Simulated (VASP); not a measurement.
Here is a VASP 6.6.1 calculation.

The input INCAR:

```
PREC     = Accurate       # precision mode
ENCUT    = 520            # plane-wave cutoff, eV
EDIFF    = 1E-6           # SCF threshold, eV
ISMEAR   = 0              # smearing method
SIGMA    = 0.02           # smearing width, eV
LREAL    = Auto         
LASPH    = True           # aspherical terms in the spheres
NELM     = 150            # most SCF steps
ALGO     = Normal         # electronic algorithm
ISIF     = 2              # what is computed and relaxed
LWAVE    = False          # write WAVECAR
LCHARG   = False          # write CHGCAR
ISPIN    = 2              # spin polarisation
MAGMOM   = 0 0 0 0 0 0 0 0 0 0 0 0 0 0 0 0 0 0 0.13 # initial moments
LORBIT   = 11             # projections on sites
GGA      = PE             # functional
NBANDS   = 57             # bands
```

File KPOINTS:

```
Automatic mesh
0
Gamma
  2 2 1
```

File POSCAR:

```
C
1.0
    7.3980000000      0.0000000000      0.0000000000
   -3.6990000000      6.4068560000      0.0000000000
    0.0000000000      0.0000000000     13.0000000000
C
19
Direct
   -0.0000798985      0.0031154126      0.0716803077
    0.2210484111      0.1131503502      0.0681980769
    0.0061106570      0.3380783024      0.0712234615
    0.2269497218      0.4492284515      0.0743730769
   -0.0007776884      0.6686508952      0.0734264615
    0.2204527771      0.7797184766      0.0682109231
    0.3249169439     -0.0014991753      0.0634775385
    0.5470945303      0.1113366681      0.0780417692
    0.3358875481      0.3365950476      0.0771789231
    0.5567726110      0.4479788527      0.0858300000
    0.3365715278      0.6714617903      0.0770303846
    0.5560416190      0.7813706130      0.0863598462
    0.6726952855      0.0091313118      0.0899085385
    0.8954316202      0.1184552923      0.0739296923
    0.6707758710      0.3376369002      0.0843559231
    0.8919757618      0.4468920481      0.0765130769
    0.6666963228      0.6698187067      0.0853686154
    0.8888625706      0.7801536354      0.0773906923
    0.6153525872      0.1238819789      0.1901954615
```

Potentials or basis: VASP PAW PBE potentials, release 64 (C).

Command:

```bash
$ cat potpaw_PBE.64/C/POTCAR > POTCAR
$ mpirun -np 1 vasp_std > vasp.out
```

Question: Predict the largest force.

Answer: 0.325 eV/Å.

Question: What does it give for the band gap on the k mesh?

Answer: Zero (filled and empty bands touch).

Question: Predict the net moment.

Answer: 0.00 μB per cell.

Forces on the atoms (eV/Å):
```
C   -0.014  0.021 -0.062
C    0.026 -0.048 -0.041
C   -0.024 -0.006  0.009
C    0.029  0.017  0.003
C    0.019  0.019  0.042
C    0.046 -0.009  0.084
C   -0.021  0.042  0.046
C   -0.096 -0.029  0.182
C   -0.017  0.105 -0.033
C   -0.064  0.037 -0.176
C    0.001  0.038  0.015
C   -0.048 -0.061  0.016
C    0.085  0.013  0.304
C    0.036 -0.048 -0.035
C    0.017  0.120 -0.200
C   -0.030  0.020  0.031
C   -0.012 -0.017 -0.023
C   -0.036  0.048 -0.003
C    0.105 -0.264 -0.159
```

Caveat: the k points lie up to 0.49 Å⁻¹ apart; there is no dipole correction, which matters where the two faces differ.
